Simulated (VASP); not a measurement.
# BP (F-43m) in VASP: settings compared

Aim: see how the results for BP move with the level of theory and the settings. Levels: pbe exchange, pbesol correlation. Tasks: single point, relaxation of cell and atoms.

Everything below comes from runs of VASP 6.6.1. Logs are shortened: lines on timing, memory, paths and dates and some standing lists are left out, and cuts for length are marked.

## Step 1: The cell of the first run

The structure is cubic, space group F-43m (No. 216). The conventional cell has a = 4.557 Å, b = 4.557 Å, c = 4.557 Å, α = 90.00°, β = 90.00°, γ = 90.00°. B (site symmetry -43m) has 4 P at 1.97 Å within 2.6 Å. Within 2.6 Å of P (site symmetry -43m) lie 4 B at 1.97 Å.

## Step 2: Single point, pbe exchange, pbesol correlation

Input file INCAR:

```
SYSTEM = BP
PREC = Accurate
ENCUT = 500
EDIFF = 1E-6
ISMEAR = 0
SIGMA = 0.01
LREAL = .False.
LASPH = .True.
NELM = 120
ALGO = Normal
ISIF = 2
LWAVE = .False.
LCHARG = .False.
GGA = LIBXC
LIBXC1 = GGA_X_PBE
LIBXC2 = GGA_C_PBE_SOL
NBANDS = 11
GGA_COMPAT = .False.
```

Input file KPOINTS:

```
regular mesh
0
Gamma
  10 10 10
  0 0 0
```

Input file POSCAR:

```
BP
1.0
    0.0000000000      2.2785689789      2.2785689789
    2.2785689789      0.0000000000      2.2785689789
    2.2785689789      2.2785689789      0.0000000000
B P
1 1
Direct
    0.0000000000      0.0000000000      0.0000000000
    0.2500000000      0.2500000000      0.2500000000
```

Potentials or basis: VASP PAW PBE potentials, release 64 (B, P).

The run is started by

```sh
$ cat potpaw_PBE.64/B/POTCAR potpaw_PBE.64/P/POTCAR > POTCAR
$ mpirun -np 1 vasp_std > vasp.out
```

OUTCAR:

```text
SYSTEM = BP
   PREC = Accurate
   ENCUT = 500
   EDIFF = 1E-6
   ISMEAR = 0
   LREAL = .False.
   LASPH = .True.
   NELM = 120
   ISIF = 2
   GGA = LIBXC

 ion  position               nearest neighbor table
   1  0.000  0.000  0.000-   2 1.97   2 1.97   2 1.97   2 1.97
   2  0.250  0.250  0.250-   1 1.97   1 1.97   1 1.97   1 1.97

  LATTYP: Found a face centered cubic cell.
 ALAT       =     4.5571379578

  Lattice vectors:

 A1 = (   0.0000000000,   2.2785689789,   2.2785689789)
 A2 = (   2.2785689789,   0.0000000000,   2.2785689789)
 A3 = (   2.2785689789,   2.2785689789,   0.0000000000)

Analysis of symmetry for initial positions (statically):
=====================================================================
 Subroutine PRICEL returns:
 Original cell was already a primitive cell.

 Routine SETGRP: Setting up the symmetry group for a
 face centered cubic supercell.

 Subroutine GETGRP returns: Found 24 space group operations
 (whereof 24 operations were pure point group operations)
 out of a pool of 48 trial point group operations.

The static configuration has the point symmetry T_d .

Analysis of symmetry for dynamics (positions and initial velocities):
=====================================================================
 Subroutine PRICEL returns:
 Original cell was already a primitive cell.

 Routine SETGRP: Setting up the symmetry group for a
 face centered cubic supercell.

 Subroutine GETGRP returns: Found 24 space group operations
 (whereof 24 operations were pure point group operations)
 out of a pool of 48 trial point group operations.

The dynamic configuration has the point symmetry T_d .

 Subroutine INISYM returns: Found 24 space group operations
 (whereof 24 operations are pure point group operations),
 and found     1 'primitive' translations

----------------------------------------------------------------------------------------

                                     Primitive cell

  volume of cell :      23.6601

  direct lattice vectors                    reciprocal lattice vectors
     0.000000000  2.278568979  2.278568979    -0.219435973  0.219435973  0.219435973
     2.278568979  0.000000000  2.278568979     0.219435973 -0.219435973  0.219435973
     2.278568979  2.278568979  0.000000000     0.219435973  0.219435973 -0.219435973

  length of vectors
     3.222383153  3.222383153  3.222383153     0.380074254  0.380074254  0.380074254

  position of ions in fractional coordinates (direct lattice)
     0.000000000  0.000000000  0.000000000
     0.250000000  0.250000000  0.250000000

  ion indices of the primitive-cell ions
   primitive index   ion index
                 1           1
                 2           2

----------------------------------------------------------------------------------------

 KPOINTS: regular mesh

Automatic generation of k-mesh.
 Grid dimensions read from file:
 generate k-points for:   10   10   10

 Generating k-lattice:

  Cartesian coordinates                     Fractional coordinates (reciprocal lattice)
    -0.021943597  0.021943597  0.021943597     0.100000000  0.000000000  0.000000000
     0.021943597 -0.021943597  0.021943597     0.000000000  0.100000000  0.000000000
     0.021943597  0.021943597 -0.021943597     0.000000000  0.000000000  0.100000000

  Length of vectors
     0.038007425  0.038007425  0.038007425

  Shift w.r.t. Gamma in fractional coordinates (k-lattice)
     0.000000000  0.000000000  0.000000000

 Subroutine IBZKPT returns following result:
 ===========================================

 Found     47 irreducible k-points:

 Following reciprocal coordinates:
            Coordinates               Weight
  0.000000  0.000000  0.000000      1.000000
  0.100000  0.000000  0.000000      8.000000
  0.200000  0.000000  0.000000      8.000000
  0.300000  0.000000  0.000000      8.000000
  0.400000  0.000000  0.000000      8.000000
  0.500000  0.000000  0.000000      4.000000
[... 16 lines left out ...]
  0.300000  0.300000  0.000000      6.000000
  0.400000  0.300000  0.000000     24.000000
 [... further k-points ...]
   k-points           NKPTS =     47   k-points in BZ     NKDIM =     47   number of bands    NBANDS=     11
   number of dos      NEDOS =    301   number of ions     NIONS =      2
   total plane-waves  NPLWV =  13824
   dimension x,y,z NGX =    24 NGY =   24 NGZ =   24
   dimension x,y,z NGXF=    48 NGYF=   48 NGZF=   48
   ions per type =               1   1
   NGX,Y,Z   is equivalent  to a cutoff of  12.38, 12.38, 12.38 a.u.
   NGXF,Y,Z  is equivalent  to a cutoff of  24.76, 24.76, 24.76 a.u.
 SYSTEM =  BP
   PREC   = accura    normal or accurate (medium, high low for compatibility)
   ISTART =      0    job   : 0-new  1-cont  2-samecut
   ICHARG =      2    charge: 1-file 2-atom 10-const
   ISPIN  =      1    spin polarized calculation?
   LNONCOLLINEAR =      F non collinear calculations
   LSORBIT =      F    spin-orbit coupling
   LASPH  =      T    aspherical Exc in radial PAW
   ENCUT  =  500.0 eV  36.75 Ry    6.06 a.u.   5.88  5.88  5.88*2*pi/ulx,y,z
   NELM   =    120;   NELMIN=  2; NELMDL= -5     # of ELM steps
   EDIFF  = 0.1E-05   stopping-criterion for ELM
   LREAL  =      F    real-space projection
   EDIFFG = 0.1E-04   stopping-criterion for IOM
   NSW    =      0    number of steps for IOM
   IBRION =     -1    ionic relax: 0-MD 1-quasi-New 2-CG
   NFREE  =      0    steps in history (QN), initial steepest desc. (CG)
   ISIF   =      2    stress and relaxation
   ISYM   =      2    0-nonsym 1-usesym 2-fastsym
   POTIM  = 0.5000    time-step for ionic-motion
   TEBEG  =    0.0;   TEEND  =   0.0 temperature during run
   PSTRESS=    0.0 pullay stress
   NELECT =       8.0000    total number of electrons
   NUPDOWN=      -1.0000    fix difference up-down
   EMIN   =  10.00;   EMAX   =-10.00  energy-range for DOS
   EFERMI =   0.00;   METHOD = LEGACY
   ISMEAR =     0;   SIGMA  =   0.01  broadening in eV -4-tet -1-fermi 0-gaus
   EFERMI_NEDOS =   21; number of points for ismear=-14 and -15
   IALGO  =     38    algorithm
   IMIX   =      4    mixing-type and parameters
     AMIX     =   0.40;   BMIX     =  1.00
     AMIX_MAG =   1.60;   BMIX_MAG =  1.00
  volume/ion in A,a.u.               =      11.83        79.83
  Fermi-wavevector in a.u.,A,eV,Ry     =   1.140511  2.155252 17.697974  1.300764
  Thomas-Fermi vector in A             =   2.277212
   LORBIT       =      0    0 simple, 1 ext, 2 COOP (PROOUT), +10 PAW based schemes
   GGA     = LIBXC    functional components
   LHFCALC =     F    Hartree Fock is set to
   AEXX    =    0.0000 exact exchange contribution
   IVDW    =     0    specifies the selected vdW correction
   LEPSILON=     F    determine dielectric tensor
   LRPA    =     F    only Hartree local field effects (RPA)
 non-spin polarized calculation
 Gauss-broadening in eV      SIGMA  =   0.01
  energy-cutoff  :      500.00
  volume of cell :       23.66
 maximum number of plane-waves:       620
   NGX = 11   NGY = 11   NGZ = 11

 number of electron       8.0000000 magnetization

 Free energy of the ion-electron system (eV)
  ---------------------------------------------------
  ext. energy  EPLUGINS =         0.00000000
  ---------------------------------------------------
  free energy    TOTEN  =       -12.76769460 eV

  energy without entropy =      -12.76769460  energy(sigma->0) =      -12.76769460

 E-fermi :   7.3782     XC(G=0): -10.8133

 val. band max:        7.2256921738   @ k =   0.0000   0.0000   0.0000
 cond. band min:       8.5661467454   @ k =   0.4000   0.4000   0.0000
 fundamental gap:      1.3404545717
 Fermi energy:         7.3782362211

 k-point     1 :       0.0000    0.0000    0.0000
  band No.  band energies     occupation
      1      -8.0768      2.00000
      2       7.2257      2.00000
      3       7.2257      2.00000
      4       7.2257      2.00000
      5      10.6597      0.00000
      6      10.6597      0.00000
      7      10.6597      0.00000
      8      14.4207      0.00000
      9      18.7615      0.00000
     10      19.4018      0.00000
     11      19.4018      0.00000

 k-point     2 :       0.1000    0.0000    0.0000
  band No.  band energies     occupation
      1      -7.8990      2.00000
      2       5.9469      2.00000
      3       6.9385      2.00000
      4       6.9385      2.00000
      5      11.0591      0.00000
      6      11.0591      0.00000
      7      11.0759      0.00000
      8      14.9548      0.00000
      9      18.7327      0.00000
     10      18.7327      0.00000
     11      19.3176      0.00000

 k-point     3 :       0.2000    0.0000    0.0000
  band No.  band energies     occupation
      1      -7.3729      2.00000
      2       3.6376      2.00000
      3       6.3894      2.00000
      4       6.3894      2.00000
      5      11.2496      0.00000
      6      11.7723      0.00000
      7      11.7723      0.00000
      8      16.1714      0.00000
      9      18.1384      0.00000
     10      18.1384      0.00000
     11      20.1697      0.00000

 k-point     4 :       0.3000    0.0000    0.0000
  band No.  band energies     occupation
      1      -6.5292      2.00000
      2       1.3102      2.00000
      3       5.9063      2.00000
      4       5.9063      2.00000
      5      11.1435      0.00000
      6      12.1161      0.00000
      7      12.1161      0.00000
      8      17.1622      0.00000
      9      18.6918      0.00000
     10      18.6918      0.00000
     11      20.4017      0.00000
[... 239 lines left out ...]
 k-point    22 :      -0.2000    0.2000    0.0000
  band No.  band energies     occupation
      1      -6.2419      2.00000
      2       2.0326      2.00000
      3       3.1442      2.00000
      4       6.0018      2.00000
      5      11.7227      0.00000
      6      12.5585      0.00000
      7      13.5952      0.00000
      8      15.5280      0.00000
      9      16.8104      0.00000
     10      20.8097      0.00000
     11      22.9022      0.00000

 k-point    23 :       0.3000    0.3000    0.0000
  band No.  band energies     occupation
      1      -5.9923      2.00000
      2       2.4227      2.00000
      3       4.0688      2.00000
      4       4.0688      2.00000
      5       8.8359      0.00000
      6      11.2351      0.00000
      7      16.0345      0.00000
      8      16.0345      0.00000
      9      20.1297      0.00000
     10      21.6349      0.00000
     11      23.6679      0.00000

 k-point    24 :       0.4000    0.3000    0.0000
  band No.  band energies     occupation
      1      -5.1816      2.00000
      2       1.1164      2.00000
      3       3.2604      2.00000
      4       3.7777      2.00000
      5       9.1245      0.00000
      6      10.9394      0.00000
      7      16.6357      0.00000
      8      16.6616      0.00000
      9      21.0882      0.00000
     10      22.4893      0.00000
     11      24.1468      0.00000

 [... further k-points ...]

------------------------ aborting loop because EDIFF is reached ----------------------------------------

  FORCE on cell =-STRESS in cart. coord.  units (eV):
  Direction    XX          YY          ZZ          XY          YZ          ZX
  --------------------------------------------------------------------------------------
  -------------------------------------------------------------------------------------
  Total       -0.0244739     -0.0244739     -0.0244739      0.0000000      0.0000000      0.0000000
  in kB       -1.6572880     -1.6572880     -1.6572880      0.0000000      0.0000000      0.0000000
  external PRESSURE =      -1.6572880 kB  Pullay stress =       0.0000000 kB

 VOLUME and BASIS-vectors are now :
 -----------------------------------------------------------------------------
  energy-cutoff  :      500.00
  volume of cell :       23.66
      direct lattice vectors                 reciprocal lattice vectors
     0.000000000  2.278568979  2.278568979    -0.219435973  0.219435973  0.219435973
     2.278568979  0.000000000  2.278568979     0.219435973 -0.219435973  0.219435973
     2.278568979  2.278568979  0.000000000     0.219435973  0.219435973 -0.219435973

 POSITION                                       TOTAL-FORCE (eV/Angst)
 -----------------------------------------------------------------------------------
      0.00000      0.00000      0.00000         0.000000      0.000000      0.000000
      1.13928      1.13928      1.13928        -0.000000     -0.000000     -0.000000
 -----------------------------------------------------------------------------------
    total drift:                                0.000000      0.000000      0.000000

  FREE ENERGIE OF THE ION-ELECTRON SYSTEM (eV)
  ---------------------------------------------------
  free  energy   TOTEN  =       -12.7676946004 eV

  energy  without entropy=      -12.7676946004  energy(sigma->0) =      -12.76769460
```

Wall time 3.6 s (1 thread of Intel Xeon 6975P-C (Granite Rapids), shared host); peak memory 0.13 GiB.

Results:

* Free energy: -12.7677 eV
* Pressure: -0.2 GPa
* Band gap on the k mesh: 1.34 eV (least direct gap 3.43 eV)

Caveat: the PAW data sets were made with another functional, which shifts forces and pressure a little.

## Step 3: Relaxation of cell and atoms, pbe exchange, pbesol correlation

This run uses another cell than the first one, of 11.68 Å³/atom.

Input file INCAR:

```
ALGO = Normal
EDIFF = 1E-7
EDIFFG = -0.01
ENCUT = 500
GGA = LIBXC
GGA_COMPAT = F
IBRION = 2
ISIF = 3
ISMEAR = 0
LASPH = T
LCHARG = F
LIBXC1 = GGA_X_PBE
LIBXC2 = GGA_C_PBE_SOL
LREAL = F
LWAVE = F
NELM = 120
NELMIN = 4
NSW = 80
PREC = Accurate
SIGMA = 0.01
```

Input file KPOINTS:

```
k-points
0
Gamma
  10 10 10
```

Input file POSCAR:

```
BP
1.0
    0.0000000000      2.2690000000      2.2690000000
    2.2690000000      0.0000000000      2.2690000000
    2.2690000000      2.2690000000      0.0000000000
B P
1 1
Direct
    0.0000000000      0.0000000000      0.0000000000
    0.2500000000      0.2500000000      0.2500000000
```

Potentials or basis: VASP PAW PBE potentials, release 64 (B, P).

The run is started by

```sh
$ cat potpaw_PBE.64/B/POTCAR potpaw_PBE.64/P/POTCAR > POTCAR
$ mpirun -np 1 vasp_std > vasp.out
```

OUTCAR:

```text
EDIFF = 1E-7
   EDIFFG = -0.01
   ENCUT = 500
   GGA = LIBXC
   IBRION = 2
   ISIF = 3
   ISMEAR = 0
   LASPH = T
   LREAL = F
   NELM = 120
   NELMIN = 4
   NSW = 80
   PREC = Accurate

 ion  position               nearest neighbor table
   1  0.000  0.000  0.000-   2 1.97   2 1.97   2 1.97   2 1.97
   2  0.250  0.250  0.250-   1 1.97   1 1.97   1 1.97   1 1.97

  LATTYP: Found a face centered cubic cell.
 ALAT       =     4.5380000000

  Lattice vectors:

 A1 = (   0.0000000000,   2.2690000000,   2.2690000000)
 A2 = (   2.2690000000,   0.0000000000,   2.2690000000)
 A3 = (   2.2690000000,   2.2690000000,   0.0000000000)

Analysis of symmetry for initial positions (statically):
=====================================================================
 Subroutine PRICEL returns:
 Original cell was already a primitive cell.

 Routine SETGRP: Setting up the symmetry group for a
 face centered cubic supercell.

 Subroutine GETGRP returns: Found 24 space group operations
 (whereof 24 operations were pure point group operations)
 out of a pool of 48 trial point group operations.

The static configuration has the point symmetry T_d .

Analysis of symmetry for dynamics (positions and initial velocities):
[... 167 lines left out ...]
  -------------------------------------------------------------------------------------
  Total        0.2760828      0.2760828      0.2760828      0.0000000     -0.0000000     -0.0000000
  in kB       18.9328715     18.9328715     18.9328715      0.0000000     -0.0000000     -0.0000000
  external PRESSURE =      18.9328715 kB  Pullay stress =       0.0000000 kB
[... 59 lines left out ...]
--------------------------------------- Ionic step        3  -------------------------------------------

 number of electron       8.0000000 magnetization

 Free energy of the ion-electron system (eV)
  ---------------------------------------------------
  ext. energy  EPLUGINS =         0.00000000
  ---------------------------------------------------
  free energy    TOTEN  =       -12.76758481 eV

  energy without entropy =      -12.76758481  energy(sigma->0) =      -12.76758481

 E-fermi :   7.3039     XC(G=0): -10.8174

 val. band max:        7.2372862959   @ k =   0.0000   0.0000   0.0000
 cond. band min:       8.5765970035   @ k =   0.4000   0.4000   0.0000
 fundamental gap:      1.3393107076
 Fermi energy:         7.3039371186

 k-point     1 :       0.0000    0.0000    0.0000
  band No.  band energies     occupation
      1      -8.0739      2.00000
      2       7.2373      2.00000
      3       7.2373      2.00000
      4       7.2373      2.00000
      5      10.6726      0.00000
      6      10.6726      0.00000
      7      10.6726      0.00000
      8      14.4474      0.00000
[... 243 lines left out ...]
 k-point    24 :       0.4000    0.3000    0.0000
  band No.  band energies     occupation
      1      -5.1762      2.00000
      2       1.1258      2.00000
      3       3.2684      2.00000
      4       3.7863      2.00000
      5       9.1355      0.00000
      6      10.9510      0.00000
      7      16.6546      0.00000
      8      16.6795      0.00000

 [... further k-points ...]
[... 5 lines left out ...]
  --------------------------------------------------------------------------------------
  -------------------------------------------------------------------------------------
  Total        0.0008183      0.0008183      0.0008183     -0.0000000      0.0000000      0.0000000
  in kB        0.0554695      0.0554695      0.0554695     -0.0000000      0.0000000      0.0000000
  external PRESSURE =       0.0554695 kB  Pullay stress =       0.0000000 kB
[... 17 lines left out ...]
  FREE ENERGIE OF THE ION-ELECTRON SYSTEM (eV)
  ---------------------------------------------------
  free  energy   TOTEN  =       -12.7675848113 eV

  energy  without entropy=      -12.7675848113  energy(sigma->0) =      -12.76758481

 reached required accuracy - stopping structural energy minimisation
```

CONTCAR:

```text
BP
   1.00000000000000
     0.0000000000000000    2.2778140240480611    2.2778140240480611
     2.2778140240480611   -0.0000000000000000    2.2778140240480611
     2.2778140240480611    2.2778140240480611   -0.0000000000000000
  B               P
     1     1
Direct
     0.0000000000000000    0.0000000000000000    0.0000000000000000
     0.2500000000000000    0.2500000000000000    0.2500000000000000

  0.00000000E+00  0.00000000E+00  0.00000000E+00
  0.00000000E+00  0.00000000E+00  0.00000000E+00
```

It took 7 s on 1 thread of Intel Xeon 6975P-C (Granite Rapids), shared host; peak memory 0.13 GiB.

Results:

| Property | Result |
| --- | --- |
| Free energy | -12.7676 eV |
| Relaxed volume | 11.82 Å³/atom |
| Relaxed cell | a = 3.221 Å, b = 3.221 Å, c = 3.221 Å, α = 60.00°, β = 60.00°, γ = 60.00° |
| Space group after relaxing (to 0.1 Å) | F-43m (No. 216) |
| Energy gained by relaxing | 0.8 meV/atom |
| Ionic steps | 3 |
| Pressure after relaxing | 0.0 GPa |
| Band gap on the k mesh | 1.34 eV (least direct gap 3.44 eV) |

Step by step:
```csv
step,energy change (eV),largest force (eV/Å),pressure (GPa),volume (Å³)
1,0.0000,0.0000,1.89,23.36
2,-0.0008,0.0000,-1.29,23.83
3,-0.0016,0.0000,0.01,23.64
```

Final structure:
```cif
data_structure
_symmetry_space_group_name_H-M 'P 1'
_symmetry_Int_Tables_number 1
_cell_length_a 3.2213
_cell_length_b 3.2213
_cell_length_c 3.2213
_cell_angle_alpha 60.000
_cell_angle_beta 60.000
_cell_angle_gamma 60.000
_cell_volume 23.64
loop_
_atom_site_label
_atom_site_type_symbol
_atom_site_fract_x
_atom_site_fract_y
_atom_site_fract_z
_atom_site_occupancy
B1 B 0.00000 0.00000 0.00000 1
P1 P 0.25000 0.25000 0.25000 1
```

Caveat: the PAW data sets were made with another functional, which shifts forces and pressure a little.
